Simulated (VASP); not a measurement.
# BeRh4W (F-43m) in VASP: further runs

BeRh4W is run at these levels: PBE; tasks: single point, relaxation of cell and atoms.

All numbers are computed with VASP 6.6.1; they aren't measurements. Logs are shortened: lines on timing, memory, paths and dates and some standing lists are left out, and cuts for length are marked.

## Step 1: The cell of the first run

It takes space group F-43m (No. 216, cubic). Conventional cell: a = 7.082 Å, b = 7.082 Å, c = 7.082 Å, α = 90.00°, β = 90.00°, γ = 90.00°. Be (site symmetry -43m) has 12 Rh at 2.94 Å and 4 W at 3.07 Å within 3.9 Å. Within 3.3 Å of Rh (site symmetry 3m) lie 6 Rh at 2.49 to 2.51 Å and 3 Be at 2.94 Å and 3 W at 2.94 Å. Within 3.9 Å of W (site symmetry -43m) lie 12 Rh at 2.94 Å and 4 Be at 3.07 Å.

## Step 2: Single point, PBE

INCAR

```
PREC = Accurate
ENCUT = 520
EDIFF = 1E-6
ISMEAR = 0
SIGMA = 0.1
LREAL = F
LASPH = T
NELM = 100
ALGO = Normal
ISIF = 2
LWAVE = F
LCHARG = T
GGA = PE
LELF = T
LVHAR = T
NBANDS = 47
```

KPOINTS

```
Automatic mesh
0
Gamma
  4 4 4
```

POSCAR

```
BeRh4W
1.0
    0.0000000000      3.5411419350      3.5411419350
    3.5411419350      0.0000000000      3.5411419350
    3.5411419350      3.5411419350      0.0000000000
Be Rh W
1 4 1
Direct
    0.0000000000      0.0000000000      0.0000000000
    0.6254858465      0.1235424604      0.6254858465
    0.6254858465      0.6254858465      0.1235424604
    0.6254858465      0.6254858465      0.6254858465
    0.1235424604      0.6254858465      0.6254858465
    0.2500000000      0.2500000000      0.2500000000
```

Potentials or basis: VASP PAW PBE potentials, release 64 (Be, Rh_pv, W_sv).

The run is started by

```
$ cat potpaw_PBE.64/Be/POTCAR potpaw_PBE.64/Rh_pv/POTCAR potpaw_PBE.64/W_sv/POTCAR > POTCAR
$ mpirun -np 1 vasp_std > vasp.out
```

OUTCAR:

```text
PREC = Accurate
   ENCUT = 520
   EDIFF = 1E-6
   ISMEAR = 0
   LREAL = F
   LASPH = T
   NELM = 100
   ISIF = 2
   GGA = PE

 ion  position               nearest neighbor table
   1  0.000  0.000  0.000-
   2  0.625  0.124  0.625-   3 2.49   4 2.49   5 2.49   3 2.51   4 2.51   5 2.51   6 2.94   6 2.94
                             6 2.94
   3  0.625  0.625  0.124-   2 2.49   4 2.49   5 2.49   4 2.51   2 2.51   5 2.51   6 2.94   6 2.94
                             6 2.94
   4  0.625  0.625  0.625-   2 2.49   3 2.49   5 2.49   3 2.51   2 2.51   5 2.51   6 2.94   6 2.94
                             6 2.94
   5  0.124  0.625  0.625-   2 2.49   3 2.49   4 2.49   4 2.51   3 2.51   2 2.51   6 2.94   6 2.94
                             6 2.94
   6  0.250  0.250  0.250-   2 2.94   3 2.94   5 2.94   4 2.94   4 2.94   4 2.94   3 2.94   2 2.94
                             5 2.94   2 2.94   3 2.94   5 2.94

  LATTYP: Found a face centered cubic cell.
 ALAT       =     7.0822838700

  Lattice vectors:

 A1 = (   0.0000000000,   3.5411419350,   3.5411419350)
 A2 = (   3.5411419350,   0.0000000000,   3.5411419350)
 A3 = (   3.5411419350,   3.5411419350,   0.0000000000)

Analysis of symmetry for initial positions (statically):
=====================================================================
 Subroutine PRICEL returns:
 Original cell was already a primitive cell.

 Routine SETGRP: Setting up the symmetry group for a
 face centered cubic supercell.

 Subroutine GETGRP returns: Found 24 space group operations
 (whereof 24 operations were pure point group operations)
 out of a pool of 48 trial point group operations.

The static configuration has the point symmetry T_d .

Analysis of symmetry for dynamics (positions and initial velocities):
=====================================================================
 Subroutine PRICEL returns:
 Original cell was already a primitive cell.

 Routine SETGRP: Setting up the symmetry group for a
 face centered cubic supercell.

 Subroutine GETGRP returns: Found 24 space group operations
 (whereof 24 operations were pure point group operations)
 out of a pool of 48 trial point group operations.

The dynamic configuration has the point symmetry T_d .

 Subroutine INISYM returns: Found 24 space group operations
 (whereof 24 operations are pure point group operations),
 and found     1 'primitive' translations

----------------------------------------------------------------------------------------

[... 86 lines left out ...]
   NSW    =      0    number of steps for IOM
   IBRION =     -1    ionic relax: 0-MD 1-quasi-New 2-CG
   NFREE  =      0    steps in history (QN), initial steepest desc. (CG)
   ISIF   =      2    stress and relaxation
   ISYM   =      2    0-nonsym 1-usesym 2-fastsym
   POTIM  = 0.5000    time-step for ionic-motion
   TEBEG  =    0.0;   TEEND  =   0.0 temperature during run
   PSTRESS=    0.0 pullay stress
   NELECT =      76.0000    total number of electrons
   NUPDOWN=      -1.0000    fix difference up-down
   EMIN   =  10.00;   EMAX   =-10.00  energy-range for DOS
   EFERMI =   0.00;   METHOD = LEGACY
   ISMEAR =     0;   SIGMA  =   0.10  broadening in eV -4-tet -1-fermi 0-gaus
   EFERMI_NEDOS =   21; number of points for ismear=-14 and -15
   IALGO  =     38    algorithm
   IMIX   =      4    mixing-type and parameters
     AMIX     =   0.40;   BMIX     =  1.00
     AMIX_MAG =   1.60;   BMIX_MAG =  1.00
  volume/ion in A,a.u.               =      14.80        99.89
  Fermi-wavevector in a.u.,A,eV,Ry     =   1.554268  2.937141 32.868279  2.415750
  Thomas-Fermi vector in A             =   2.658379
   LORBIT       =      0    0 simple, 1 ext, 2 COOP (PROOUT), +10 PAW based schemes
   GGA     = PE    functional components
   LHFCALC =     F    Hartree Fock is set to
   AEXX    =    0.0000 exact exchange contribution
   IVDW    =     0    specifies the selected vdW correction
   LEPSILON=     F    determine dielectric tensor
   LRPA    =     F    only Hartree local field effects (RPA)
 non-spin polarized calculation
 Gauss-broadening in eV      SIGMA  =   0.10
  energy-cutoff  :      520.00
  volume of cell :       88.81
 maximum number of plane-waves:      2421
 NGX is ok and might be reduce to    40
   NGX = 19   NGY = 19   NGZ = 19

 number of electron      75.9999992 magnetization

 Free energy of the ion-electron system (eV)
  ---------------------------------------------------
  ext. energy  EPLUGINS =         0.00000000
  ---------------------------------------------------
  free energy    TOTEN  =       -43.57663542 eV

  energy without entropy =      -43.55256155  energy(sigma->0) =      -43.56459849

 E-fermi :  10.0019     XC(G=0): -12.8138

 val. band max:        9.9662776836   @ k =  -0.2500   0.2500   0.0000
 cond. band min:      10.1056349049   @ k =   0.5000   0.2500   0.0000
 fundamental gap:      0.1393572214
 Fermi energy:        10.0018511942

 k-point     1 :       0.0000    0.0000    0.0000
  band No.  band energies     occupation
      1     -65.1250      2.00000
      2     -37.7615      2.00000
      3     -37.0758      2.00000
      4     -37.0758      2.00000
      5     -37.0758      2.00000
      6     -36.8408      2.00000
[... 389 lines left out ...]
     46      15.2231      0.00000
     47      15.3112      0.00000

------------------------ aborting loop because EDIFF is reached ----------------------------------------

  FORCE on cell =-STRESS in cart. coord.  units (eV):
  Direction    XX          YY          ZZ          XY          YZ          ZX
  --------------------------------------------------------------------------------------
  -------------------------------------------------------------------------------------
  Total        0.0582014      0.0582014      0.0582014     -0.0000000     -0.0000000     -0.0000000
  in kB        1.0499867      1.0499867      1.0499867     -0.0000000     -0.0000000     -0.0000000
  external PRESSURE =       1.0499867 kB  Pullay stress =       0.0000000 kB

 VOLUME and BASIS-vectors are now :
 -----------------------------------------------------------------------------
  energy-cutoff  :      520.00
  volume of cell :       88.81
      direct lattice vectors                 reciprocal lattice vectors
     0.000000000  3.541141935  3.541141935    -0.141197390  0.141197390  0.141197390
     3.541141935  0.000000000  3.541141935     0.141197390 -0.141197390  0.141197390
     3.541141935  3.541141935  0.000000000     0.141197390  0.141197390 -0.141197390

 POSITION                                       TOTAL-FORCE (eV/Angst)
 -----------------------------------------------------------------------------------
      0.00000      0.00000      0.00000         0.000000      0.000000      0.000000
      2.65242      4.42987      2.65242         0.003120     -0.003120      0.003120
      2.65242      2.65242      4.42987         0.003120      0.003120     -0.003120
      4.42987      4.42987      4.42987        -0.003120     -0.003120     -0.003120
      4.42987      2.65242      2.65242        -0.003120      0.003120      0.003120
      1.77057      1.77057      1.77057         0.000000      0.000000      0.000000
 -----------------------------------------------------------------------------------
    total drift:                                0.000001      0.000001      0.000001

  FREE ENERGIE OF THE ION-ELECTRON SYSTEM (eV)
  ---------------------------------------------------
  free  energy   TOTEN  =       -43.5766354249 eV

  energy  without entropy=      -43.5525615528  energy(sigma->0) =      -43.56459849
```

Run time: 25 s. Hardware: 1 thread of Intel Xeon 6975P-C (Granite Rapids), shared host; peak memory 0.25 GiB.

Results:

- Free energy: -43.5766 eV
- Pressure: 0.1 GPa
- Largest force: 0.005 eV/Å
- Band gap on the k mesh: zero (band 38 reaches 10.33 eV, above the bottom of band 39 at 9.28 eV)

Forces in eV/Å, atoms in the order of the input:
```
Be   0.000  0.000  0.000
Rh   0.003 -0.003  0.003
Rh   0.003  0.003 -0.003
Rh  -0.003 -0.003 -0.003
Rh  -0.003  0.003  0.003
W    0.000  0.000  0.000
```

Caveat: the k points lie up to 0.38 Å⁻¹ apart; spin-orbit coupling is left out, which moves the levels of the heavy elements.

## Step 3: Single point, PBE

This run uses another cell than the first one, of 11.66 Å³/atom, 0.788 times its volume.

INCAR

```
SYSTEM = BeRh4W
ALGO = Fast
EDIFF = 1E-7
ENCUT = 520
GGA = PE
ISIF = 2
ISMEAR = 0
LASPH = .TRUE.
LCHARG = .FALSE.
LREAL = .FALSE.
LWAVE = .FALSE.
NBANDS = 47
NELM = 60
PREC = Accurate
SIGMA = 0.1
```

KPOINTS

```
k-points
0
G
  6 6 6
  0 0 0
```

POSCAR

```
BeRh4W
1.0
    0.0000000000      3.2704313751      3.2704313751
    3.2704313751      0.0000000000      3.2704313751
    3.2704313751      3.2704313751      0.0000000000
Be Rh W
1 4 1
Direct
    0.0000000000      0.0000000000      0.0000000000
    0.6257700000      0.1226900000      0.6257700000
    0.6257700000      0.6257700000      0.1226900000
    0.6257700000      0.6257700000      0.6257700000
    0.1226900000      0.6257700000      0.6257700000
    0.2500000000      0.2500000000      0.2500000000
```

Potentials or basis: VASP PAW PBE potentials, release 64 (Be, Rh_pv, W_sv).

The run is started by

```
$ cat potpaw_PBE.64/Be/POTCAR potpaw_PBE.64/Rh_pv/POTCAR potpaw_PBE.64/W_sv/POTCAR > POTCAR
$ mpirun -np 1 vasp_std > vasp.out
```

Run time: 39 s. Hardware: 1 thread of Intel Xeon 6975P-C (Granite Rapids), shared host; peak memory 0.22 GiB.

The run converged. Its results:

| Quantity | Value |
| --- | --- |
| Free energy | -39.2599 eV |
| Pressure | 94.3 GPa |
| Largest force | 0.199 eV/Å |
| Band gap on the k mesh | zero (band 38 reaches 14.67 eV, above the bottom of band 39 at 13.09 eV) |

Forces on the atoms (eV/Å):
```
Be   0.000  0.000  0.000
Rh   0.115 -0.115  0.115
Rh   0.115  0.115 -0.115
Rh  -0.115 -0.115 -0.115
Rh  -0.115  0.115  0.115
W    0.000  0.000  0.000
```

Levels at points of the mesh, in eV from the Fermi level:
```
           k point  band 35  band 36  band 37  band 38  band 39  band 40  band 41  band 42
(0.00, 0.00, 0.00)    -0.66    -0.66    -0.66    -0.08    -0.08     1.97     2.60     2.60
(0.50, 0.00, 0.00)    -1.46    -0.92    -0.92     0.11     0.33     0.33     0.54     0.54
(0.50, 0.50, 0.00)    -1.58    -1.54    -1.42    -1.42    -0.96     0.48     1.18     1.18
```

Caveat: spin-orbit coupling is left out, which moves the levels of the heavy elements.

## Step 4: Relaxation of cell and atoms, PBE

This run uses another cell than the first one, of 11.66 Å³/atom, 0.788 times its volume.

INCAR

```
SYSTEM = BeRh4W
PREC = Accurate ; ENCUT = 600
EDIFF = 1E-7 ; ISMEAR = 0
SIGMA = 0.1 ; LREAL = .FALSE.
LASPH = .TRUE. ; NELM = 60
ALGO = Normal ; ISIF = 3
LWAVE = .FALSE. ; LCHARG = .FALSE.
GGA = PE ; IBRION = 2
NSW = 90 ; EDIFFG = -0.04
```

KPOINTS

```
regular mesh
0
G
  4 4 4
  0 0 0
```

POSCAR is that of step 3.

The run is started by

```
$ cat potpaw_PBE.64/Be/POTCAR potpaw_PBE.64/Rh_pv/POTCAR potpaw_PBE.64/W_sv/POTCAR > POTCAR
$ mpirun -np 1 vasp_std > vasp.out
```

Wall time 2.7 min (1 thread of Intel Xeon 6975P-C (Granite Rapids), shared host); peak memory 0.27 GiB.

It converged, with:

```yaml
Free_energy: -43.5589 eV
Relaxed_volume: 14.81 Å³/atom
Relaxed_cell: a = 5.008 Å, b = 5.008 Å, c = 5.008 Å, α = 60.00°, β = 60.00°, γ = 60.00°
Space_group_after_relaxing_to_0.05_Å: F-43m (No. 216)
Energy_gained_by_relaxing: 748.3 meV/atom
Ionic_steps: 8
Pressure_after_relaxing: 0.1 GPa
Largest_force_after_relaxing: 0.007 eV/Å
Band_gap_on_the_k_mesh: zero (band 38 reaches 10.33 eV, above the bottom of band 39 at 9.28 eV)
```

Forces on the atoms (eV/Å):
```
Be   0.000  0.000  0.000
Rh  -0.004  0.004 -0.004
Rh  -0.004 -0.004  0.004
Rh   0.004  0.004  0.004
Rh   0.004 -0.004 -0.004
W    0.000  0.000  0.000
```

Step by step:
| step | energy change (eV) | largest force (eV/Å) | pressure (GPa) | volume (Å³) |
| --- | --- | --- | --- | --- |
| 1 | 0.0000 | 0.3725 | 95.33 | 69.96 |
| 2 | 9.2629 | 0.1256 | -29.44 | 166.34 |
| 3 | -4.2747 | 0.2572 | -11.73 | 94.32 |
| 4 | -4.4651 | 0.2673 | -4.07 | 90.55 |
| 5 | -4.4872 | 0.2695 | 0.20 | 88.79 |
| 6 | -4.4863 | 0.2692 | -0.83 | 89.19 |
| 7 | -4.4833 | 0.3628 | 1.32 | 88.36 |
| 8 | -4.4898 | 0.0067 | 0.05 | 88.84 |

Final structure:
```
CELL_PARAMETERS angstrom
0.00000 3.54151 3.54151
3.54151 0.00000 3.54151
3.54151 3.54151 0.00000
ATOMIC_POSITIONS crystal
Be 0.00000 0.00000 0.00000
Rh 0.62547 0.12359 0.62547
Rh 0.62547 0.62547 0.12359
Rh 0.62547 0.62547 0.62547
Rh 0.12359 0.62547 0.62547
W 0.25000 0.25000 0.25000
```

Levels at points of the mesh, in eV from the Fermi level:
```csv
k point,band 34,band 35,band 36,band 37,band 38,band 39,band 40,band 41,band 42,band 43
"(0.00, 0.00, 0.00)",-0.94,-0.44,-0.44,-0.44,-0.06,-0.06,1.37,1.68,1.68,1.68
"(0.50, 0.00, 0.00)",-1.25,-1.04,-0.69,-0.69,0.15,0.30,0.30,0.46,0.46,1.68
"(0.50, 0.50, 0.00)",-2.52,-1.12,-1.08,-1.02,-1.02,-0.72,0.42,0.83,0.83,1.22
```

Caveat: the k points lie up to 0.38 Å⁻¹ apart in the final cell; the volume moved by over 15 % at a fixed basis, so the end points are rough; spin-orbit coupling is left out, which moves the levels of the heavy elements.

## Step 5: Single point, PBE

INCAR

```
SYSTEM = BeRh4W
PREC = Accurate
ENCUT = 520
EDIFF = 1E-6
ISMEAR = 0
SIGMA = 0.1
LREAL = .FALSE.
LASPH = .TRUE.
NELM = 80
ALGO = Fast
ISIF = 2
LWAVE = .FALSE.
LCHARG = .TRUE.
GGA = PE
LELF = .TRUE.
LVHAR = .TRUE.
NBANDS = 47
```

KPOINTS

```
Automatic mesh
0
G
  10 10 10
  0 0 0
```

POSCAR

```
BeRh4W
1.0
    0.0000000000      3.5394573922      3.5394573922
    3.5394573922      0.0000000000      3.5394573922
    3.5394573922      3.5394573922      0.0000000000
Be Rh W
1 4 1
Direct
    0.0000000000      0.0000000000      0.0000000000
    0.8767734929      0.3744088357      0.3744088357
    0.3744088357      0.3744088357      0.3744088357
    0.3744088357      0.8767734929      0.3744088357
    0.3744088357      0.3744088357      0.8767734929
    0.7500000000      0.7500000000      0.7500000000
```

The run is started by

```
$ cat potpaw_PBE.64/Be/POTCAR potpaw_PBE.64/Rh_pv/POTCAR potpaw_PBE.64/W_sv/POTCAR > POTCAR
$ mpirun -np 1 vasp_std > vasp.out
```

Wall time 1.8 min (1 thread of Intel Xeon 6975P-C (Granite Rapids), shared host); peak memory 0.35 GiB.

The run converged. Its results:

```yaml
Free_energy: -43.6687 eV
Pressure: 0.1 GPa
Largest_force: 0.004 eV/Å
Band_gap_on_the_k_mesh: zero (band 38 reaches 10.46 eV, above the bottom of band 39 at 9.31 eV)
```

Forces on the atoms (eV/Å):
```
Be   0.000  0.000  0.000
Rh   0.003 -0.003 -0.003
Rh   0.003  0.003  0.003
Rh  -0.003  0.003 -0.003
Rh  -0.003 -0.003  0.003
W    0.000  0.000  0.000
```

Levels at points of the mesh, in eV from the Fermi level:
| k point | band 34 | band 35 | band 36 | band 37 | band 38 | band 39 | band 40 | band 41 | band 42 | band 43 |
| --- | --- | --- | --- | --- | --- | --- | --- | --- | --- | --- |
| (0.00, 0.00, 0.00) | -0.92 | -0.42 | -0.42 | -0.42 | -0.04 | -0.04 | 1.39 | 1.72 | 1.72 | 1.72 |
| (0.50, 0.00, 0.00) | -1.23 | -1.02 | -0.67 | -0.67 | 0.17 | 0.31 | 0.31 | 0.48 | 0.48 | 1.72 |
| (0.50, 0.50, 0.00) | -2.49 | -1.10 | -1.07 | -0.99 | -0.99 | -0.69 | 0.44 | 0.85 | 0.85 | 1.24 |

Caveat: spin-orbit coupling is left out, which moves the levels of the heavy elements.

## Step 6: Relaxation of cell and atoms, PBE

INCAR

```
PREC = Accurate
ENCUT = 600
EDIFF = 1E-7
ISMEAR = 0
SIGMA = 0.1
LREAL = F
LASPH = T
NELM = 100
ALGO = Fast
ISIF = 3
LWAVE = F
LCHARG = F
GGA = PE
IBRION = 2
NSW = 100
EDIFFG = -0.01
```

KPOINTS

```
regular mesh
0
Gamma
  10 10 10
```

POSCAR

```
BeRh4W
1.0
    0.0000000000      3.5411419350      3.5411419350
    3.5411419350      0.0000000000      3.5411419350
    3.5411419350      3.5411419350      0.0000000000
Be Rh W
1 4 1
Direct
    0.0000000000      0.0000000000      0.0000000000
    0.8764575396      0.3745141535      0.3745141535
    0.3745141535      0.3745141535      0.3745141535
    0.3745141535      0.8764575396      0.3745141535
    0.3745141535      0.3745141535      0.8764575396
    0.7500000000      0.7500000000      0.7500000000
```

Potentials or basis: VASP PAW PBE potentials, release 64 (Be, Rh_pv, W_sv).

The run is started by

```
$ cat potpaw_PBE.64/Be/POTCAR potpaw_PBE.64/Rh_pv/POTCAR potpaw_PBE.64/W_sv/POTCAR > POTCAR
$ mpirun -np 1 vasp_std > vasp.out
```

It took 4.8 min on 1 thread of Intel Xeon 6975P-C (Granite Rapids), shared host; peak memory 0.39 GiB.

It converged, with:

- Free energy: -43.6679 eV
- Relaxed volume: 14.78 Å³/atom
- Relaxed cell: a = 5.006 Å, b = 5.006 Å, c = 5.006 Å, α = 60.00°, β = 60.00°, γ = 60.00°
- Space group after relaxing (to 0.05 Å): F-43m (No. 216)
- Energy gained by relaxing: 0.0 meV/atom
- Ionic steps: 3
- Pressure after relaxing: 0.0 GPa
- Band gap on the k mesh: zero (band 38 reaches 10.46 eV, above the bottom of band 39 at 9.31 eV)

The path:
```
step  energy change (eV)  largest force (eV/Å)  pressure (GPa)  volume (Å³)
   1              0.0000                0.0702           -0.30        88.81
   2              0.0007                0.1273            0.60        88.46
   3             -0.0003                0.0019            0.02        88.69
```

Final structure:
```xyz
6
Lattice="0.0000 3.5395 3.5395 3.5395 0.0000 3.5395 3.5395 3.5395 0.0000" Properties=species:S:1:pos:R:3 pbc="T T T"
Be    0.0000    0.0000    0.0000
Rh    2.6505    4.4285    4.4285
Rh    2.6505    2.6505    2.6505
Rh    4.4285    2.6505    4.4285
Rh    4.4285    4.4285    2.6505
W     5.3092    5.3092    5.3092
```

Levels at points of the mesh, in eV from the Fermi level:
| k point | band 34 | band 35 | band 36 | band 37 | band 38 | band 39 | band 40 | band 41 | band 42 | band 43 |
| --- | --- | --- | --- | --- | --- | --- | --- | --- | --- | --- |
| (0.00, 0.00, 0.00) | -0.92 | -0.42 | -0.42 | -0.42 | -0.04 | -0.04 | 1.39 | 1.72 | 1.72 | 1.72 |
| (0.50, 0.00, 0.00) | -1.23 | -1.02 | -0.67 | -0.67 | 0.17 | 0.31 | 0.31 | 0.48 | 0.48 | 1.72 |
| (0.50, 0.50, 0.00) | -2.49 | -1.10 | -1.07 | -0.99 | -0.99 | -0.69 | 0.44 | 0.85 | 0.85 | 1.24 |

Caveat: spin-orbit coupling is left out, which moves the levels of the heavy elements.

## Step 7: Overview

```tsv
task	cell	k mesh	cutoff (eV)	gap on the mesh (eV)	pressure (GPa)	relaxed volume (Å³/atom)	largest force (eV/Å)
single point	a = 5.008 Å, angles 60.0°, 6 atoms	4 × 4 × 4	520	none	0.1	-	0.01
single point	a = 4.625 Å, angles 60.0°, 6 atoms	6 × 6 × 6	520	none	94.3	-	0.20
relaxation of cell and atoms	relaxed from a = 4.625 Å, angles 60.0°, 6 atoms	4 × 4 × 4	600	none	0.1	14.81	0.01
single point	a = 5.006 Å, angles 60.0°, 6 atoms	10 × 10 × 10	520	none	0.1	-	-
relaxation of cell and atoms	relaxed from a = 5.008 Å, angles 60.0°, 6 atoms	10 × 10 × 10	600	none	0.0	14.78	-
```

Alike in all rows: level PBE; potentials or basis VASP PAW PBE potentials, release 64 (Be, Rh_pv, W_sv); no spin polarisation; smearing gaussian 0.1 eV.

Caveats: some runs use coarse meshes; spin-orbit coupling is left out, which moves the levels of the heavy elements; the volume moved by over 15 % at a fixed basis, so the end points are rough (some runs).

Absolute energies hang on the potentials; compare differences alone.
